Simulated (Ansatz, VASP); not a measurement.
# Rb in VASP and in Ansatz

```
Rb
1.0
     4.25253    0.00000    0.00000
    -2.12627    3.68280    0.00000
     0.00000    0.00000    7.01614
Rb
2
Direct
  0.33333 0.66667 0.25000
  0.66667 0.33333 0.75000
```

Change from the starting cell: volume scaled by 0.6, LAPW.

Alike in both runs: task single point; functional PBE; k mesh 9 × 9 × 5; occupations fermi-dirac, width 0.08 eV; no spin polarisation.

```csv
,VASP,Ansatz
version,VASP 6.6.1,Ansatz 0.2.0
potentials or method,"VASP PAW PBE potentials, release 64 (Rb_sv), cutoff 520 eV","all-electron LAPW, scalar-relativistic"
```

|  | VASP | Ansatz | Ansatz less VASP |
| --- | --- | --- | --- |
| pressure (GPa) | 3.5 | 3.5 | +0.01 |

Ansatz ran all-electron here, and VASP with PAW potentials.
